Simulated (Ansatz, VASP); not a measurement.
## Two plane-wave programs on Pd

INCAR

```
SYSTEM = Pd
  PREC = Accurate
  ENCUT = 520
  EDIFF = 1E-7
  ISMEAR = 0
  SIGMA = 0.15
  LREAL = .FALSE.
  LASPH = .TRUE.
  NELM = 80
  ALGO = Normal
  ISIF = 2
  LWAVE = .FALSE.
  LCHARG = .FALSE.
  GGA = PS
  NBANDS = 11
```

Contents of KPOINTS:

```
Automatic mesh
0
G
  20 20 20
  0 0 0
```

File POSCAR:

```
Pd
1.0
    0.0000000000      2.0226960000      2.0226960000
    2.0226960000      0.0000000000      2.0226960000
    2.0226960000      2.0226960000      0.0000000000
Pd
1
Direct
    0.0000000000      0.0000000000      0.0000000000
```

Input for Ansatz:

```yaml
crystal:
  lattice:
    - [0.0, 2.022696, 2.022696]
    - [2.022696, 0.0, 2.022696]
    - [2.022696, 2.022696, 0.0]
  atoms:
    - { symbol: Pd, position: [0.0, 0.0, 0.0] }
basis:
  ecutwfc: 420
kpoints:
  mp_grid: { grid: [20, 20, 20] }
hamiltonian:
  xc: pbesol
scf:
  occupations: { method: gaussian, width: 0.15 }
output:
  forces: true
  stress: true
  eigenvalues: true
```

Change from the starting cell: strain +0.040 along x and y, +0.040 along z, atoms carried along.

Alike in both runs: task single point; functional PBEsol; k mesh 20 × 20 × 20; occupations gaussian, width 0.15 eV; no spin polarisation.

```csv
,VASP,Ansatz
version,VASP 6.6.1,Ansatz 0.2.0
potentials or method,"VASP PAW PBE potentials, release 64 (Pd), cutoff 520 eV","scalar-relativistic, plane waves, PAW"
valence electrons in the cell,10,18
```

|  | VASP | Ansatz | Ansatz less VASP |
| --- | --- | --- | --- |
| gap on the k mesh at the Fermi level (eV) | none | none | - |
| pressure (GPa) | -18.6 | -18.4 | +0.18 |

VASP's potentials were made for PBE, not for PBEsol. A gap of «none» marks a metal or a gap that the smearing closes. VASP's potentials hold 10 valence electrons a cell and Ansatz's 18, so a difference there can come from the potentials and not from the codes.
